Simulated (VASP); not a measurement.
# Zn4HO4 (a cell with a defect) in VASP: a series of runs, part 2 of 2

VASP 6.6.1.

## (3) Single point, PBEsol

The input, INCAR:

```
ALGO = Normal
EDIFF = 1E-6
ENCUT = 520
GGA = PS
ISIF = 2
ISMEAR = 0
LASPH = T
LCHARG = F
LREAL = F
LWAVE = F
NBANDS = 46
NELM = 60
PREC = Accurate
SIGMA = 0.05
```

The input, KPOINTS:

```
k-points
0
Gamma
  4 4 8
```

The input, POSCAR:

```
Zn4HO4
1.0
    5.5148137916      0.0000000000      0.0000000000
    0.0000000000      5.5148137916      0.0000000000
    0.0000000000      0.0000000000      3.2430062931
Zn O H
4 4 1
Direct
    0.1820657240      0.1820657240      0.5000000000
    0.8179342760      0.8179342760      0.5000000000
    0.6820657240      0.3179342760      0.0000000000
    0.3179342760      0.6820657240      0.0000000000
    0.8180023132      0.1819976868      0.5000000000
    0.1819976868      0.8180023132      0.5000000000
    0.6819976868      0.6819976868      0.0000000000
    0.3180023132      0.3180023132      0.0000000000
    1.0000405349     -0.5180023132      0.4000000000
```

Potentials or basis: VASP PAW PBE potentials, release 64 (Zn, O, H).

Run with:

```bash
> cat potpaw_PBE.64/Zn/POTCAR potpaw_PBE.64/O/POTCAR potpaw_PBE.64/H/POTCAR > POTCAR
> mpirun -np 1 vasp_std > vasp.out
```

OUTCAR:

```text
EDIFF = 1E-6
   ENCUT = 520
   GGA = PS
   ISIF = 2
   ISMEAR = 0
   LASPH = T
   LREAL = F
   NELM = 60
   PREC = Accurate

 ion  position               nearest neighbor table
   1  0.182  0.182  0.500-   8 1.94   8 1.94   9 1.96   6 2.01   5 2.01   2 2.84
   2  0.818  0.818  0.500-   7 1.94   7 1.94   5 2.01   6 2.01   1 2.84
   3  0.682  0.318  0.000-   5 1.94   5 1.94   8 2.01   7 2.01   4 2.84
   4  0.318  0.682  0.000-   6 1.94   6 1.94   8 2.01   7 2.01   3 2.84
   5  0.818  0.182  0.500-   3 1.94   3 1.94   1 2.01   2 2.01
   6  0.182  0.818  0.500-   4 1.94   4 1.94   1 2.01   2 2.01
[... 1395 lines left out ...]
  in kB       43.8942070     14.5156243     42.7498381      8.2396932     -0.6405295     -0.5360478
  external PRESSURE =      33.7198898 kB  Pullay stress =       0.0000000 kB

 VOLUME and BASIS-vectors are now :
 -----------------------------------------------------------------------------
  energy-cutoff  :      520.00
  volume of cell :       98.63
      direct lattice vectors                 reciprocal lattice vectors
     5.514813792  0.000000000  0.000000000     0.181329785  0.000000000  0.000000000
     0.000000000  5.514813792  0.000000000     0.000000000  0.181329785  0.000000000
     0.000000000  0.000000000  3.243006293     0.000000000  0.000000000  0.308355862

 POSITION                                       TOTAL-FORCE (eV/Angst)
 -----------------------------------------------------------------------------------
      1.00406      1.00406      1.62150        -0.004070      0.319528      0.010584
      4.51076      4.51076      1.62150         0.097229     -0.483941     -0.000368
      3.76147      1.75335      0.00000        -0.126573      0.227055     -0.033120
      1.75335      3.76147      0.00000         0.025347     -0.164920     -0.015567
      4.51113      1.00368      1.62150        -0.385623     -0.603109      0.116534
      1.00368      4.51113      1.62150         0.267878      0.643513      0.085200
      3.76109      3.76109      0.00000        -0.421777      0.216161     -0.132678
      1.75372      1.75372      0.00000         0.528679     -0.249314     -0.164759
      0.00022      2.65813      1.29720         0.018909      0.095028      0.134174
 -----------------------------------------------------------------------------------
    total drift:                                0.000252     -0.000155      0.000017

  FREE ENERGIE OF THE ION-ELECTRON SYSTEM (eV)
  ---------------------------------------------------
  free  energy   TOTEN  =       -39.5344667882 eV

  energy  without entropy=      -39.5317303410  energy(sigma->0) =      -39.53309856
```

It took 2 min on 1 thread of Intel Xeon 6975P-C (Granite Rapids), shared host; peak memory 0.35 GiB.

What came out:

| Property | Result |
| --- | --- |
| Free energy | -39.5345 eV |
| Pressure | 3.4 GPa |
| Largest force | 0.725 eV/Å |

Forces in eV/Å, atoms in the order of the input:
```
Zn  -0.004  0.320  0.011
Zn   0.097 -0.484  0.000
Zn  -0.127  0.227 -0.033
Zn   0.025 -0.165 -0.016
O   -0.386 -0.603  0.117
O    0.268  0.644  0.085
O   -0.422  0.216 -0.133
O    0.529 -0.249 -0.165
H    0.019  0.095  0.134
```

Caveat: the PAW data sets were made with another functional, which shifts forces and pressure a little; an odd number of electrons without spin polarisation forces a metal; a magnetic or distorted state may lie lower.

## (4) Single point, PBEsol

The input, INCAR:

```
SYSTEM = Zn4HO4
PREC = Accurate
ENCUT = 520
EDIFF = 1E-7
ISMEAR = 0
SIGMA = 0.05
LREAL = .False.
LASPH = .True.
NELM = 100
ALGO = Normal
ISIF = 2
LWAVE = .False.
LCHARG = .True.
GGA = PS
LELF = .True.
LVHAR = .True.
NBANDS = 46
```

The input, KPOINTS:

```
Automatic mesh
0
Gamma
  4 4 8
  0 0 0
```

POSCAR, as its differences from that of step 3:

```diff
@@ -16,2 +16,2 @@
     0.3180023132      0.3180023132      0.0000000000
-    1.0000405349     -0.5180023132      0.4000000000
+    1.0000405349     -0.5180023132      0.1000000000
```

Run with:

```bash
> cat potpaw_PBE.64/Zn/POTCAR potpaw_PBE.64/O/POTCAR potpaw_PBE.64/H/POTCAR > POTCAR
> mpirun -np 1 vasp_std > vasp.out
```

Run time: 7.7 min. Hardware: 1 thread of Intel Xeon 8259CL, shared host; peak memory 0.36 GiB.

It converged, with:

| Item | Value |
| --- | --- |
| Free energy | -39.5376 eV |
| Pressure | 3.4 GPa |
| Largest force | 0.730 eV/Å |

Forces in eV/Å, atoms in the order of the input:
```
Zn  -0.204 -0.112  0.035
Zn   0.179  0.031  0.014
Zn   0.449  0.131 -0.009
Zn  -0.370  0.005  0.000
O   -0.278 -0.516  0.179
O    0.197  0.432  0.121
O   -0.599  0.317 -0.086
O    0.647 -0.318 -0.116
H   -0.021  0.029 -0.138
```

Stress tensor (GPa, compression positive):
```
 1.48 -0.84 -0.07
-0.84  4.36 -0.11
-0.07 -0.11  4.35
```

Levels at points of the mesh, in eV from the Fermi level:
```
           k point  band 34  band 35  band 36  band 37  band 38  band 39  band 40  band 41
(0.00, 0.00, 0.00)    -1.40    -1.35    -1.32    -1.13     2.63     3.90     4.01     5.65
(0.50, 0.00, 0.00)    -1.62    -1.56    -1.56    -0.19     1.94     3.55     4.75     5.44
(0.00, 0.50, 0.00)    -1.70    -1.59    -1.53     0.14     1.93     3.46     4.74     6.09
(0.50, 0.50, 0.00)    -1.99    -1.95    -1.89    -0.23     2.96     3.03     3.41     6.13
(0.00, 0.00, 0.50)    -2.92    -2.58    -2.43     0.70     4.47     5.48     6.58     6.75
(0.50, 0.00, 0.50)    -2.75    -2.31    -2.14    -0.08     4.48     4.64     5.51     6.28
(0.00, 0.50, 0.50)    -2.65    -2.27    -2.14     0.59     4.73     4.98     5.45     6.39
(0.50, 0.50, 0.50)    -2.48    -2.47    -2.40    -0.46     3.93     4.67     4.73     5.88
```

Caveat: the PAW data sets were made with another functional, which shifts forces and pressure a little; an odd number of electrons without spin polarisation forces a metal; a magnetic or distorted state may lie lower.

## (5) Single point, PBEsol

The input, INCAR:

```
  PREC = Accurate
  ENCUT = 520
  EDIFF = 1E-6
  ISMEAR = 0
  SIGMA = 0.05
  LREAL = False
  LASPH = True
  NELM = 100
  ALGO = Normal
  ISIF = 2
  LWAVE = False
  LCHARG = False
  GGA = PS
  NBANDS = 46
```

The input, KPOINTS:

```
Automatic mesh
0
Gamma
  4 4 8
```

POSCAR, as its differences from that of step 4:

```diff
@@ -16,2 +16,2 @@
     0.3180023132      0.3180023132      0.0000000000
-    1.0000405349     -0.5180023132      0.1000000000
+    1.0000405349     -0.5180023132      0.3000000000
```

Run with:

```bash
> cat potpaw_PBE.64/Zn/POTCAR potpaw_PBE.64/O/POTCAR potpaw_PBE.64/H/POTCAR > POTCAR
> mpirun -np 1 vasp_std > vasp.out
```

It took 3.9 min on 1 thread of Intel Xeon Platinum 8488C (Sapphire Rapids), shared host; peak memory 0.35 GiB.

The run converged. Its results:

- Free energy: -39.4945 eV
- Pressure: 3.4 GPa
- Largest force: 0.729 eV/Å

Forces on the atoms (eV/Å):
```
Zn  -0.069  0.190  0.025
Zn   0.123 -0.318  0.006
Zn   0.038  0.202 -0.042
Zn  -0.089 -0.114 -0.017
O   -0.358 -0.591  0.231
O    0.248  0.584  0.162
O   -0.489  0.248 -0.193
O    0.587 -0.268 -0.243
H    0.009  0.066  0.072
```

Stress tensor (GPa, compression positive):
```
 3.69  0.32 -0.11
 0.32  2.52 -0.13
-0.11 -0.13  4.09
```

Levels at points of the mesh, in eV from the Fermi level:
```
           k point  band 33  band 34  band 35  band 36  band 37  band 38  band 39  band 40
(0.00, 0.00, 0.00)    -1.68    -1.47    -1.33    -1.32    -1.12     2.68     3.93     3.99
(0.50, 0.00, 0.00)    -1.80    -1.67    -1.56    -1.54     0.06     1.94     3.52     4.75
(0.00, 0.50, 0.00)    -1.77    -1.63    -1.58    -1.51    -0.07     1.95     3.56     4.76
(0.50, 0.50, 0.00)    -2.06    -1.99    -1.93    -1.90    -0.18     3.00     3.02     3.42
(0.00, 0.00, 0.50)    -3.01    -2.96    -2.52    -2.46     0.67     4.47     5.48     6.58
(0.50, 0.00, 0.50)    -2.99    -2.72    -2.22    -2.18     0.37     4.71     4.79     5.48
(0.00, 0.50, 0.50)    -2.92    -2.82    -2.24    -2.17     0.12     4.60     4.68     5.50
(0.50, 0.50, 0.50)    -2.54    -2.54    -2.51    -2.47    -0.49     3.94     4.70     4.72
```

Caveat: the PAW data sets were made with another functional, which shifts forces and pressure a little; an odd number of electrons without spin polarisation forces a metal; a magnetic or distorted state may lie lower.
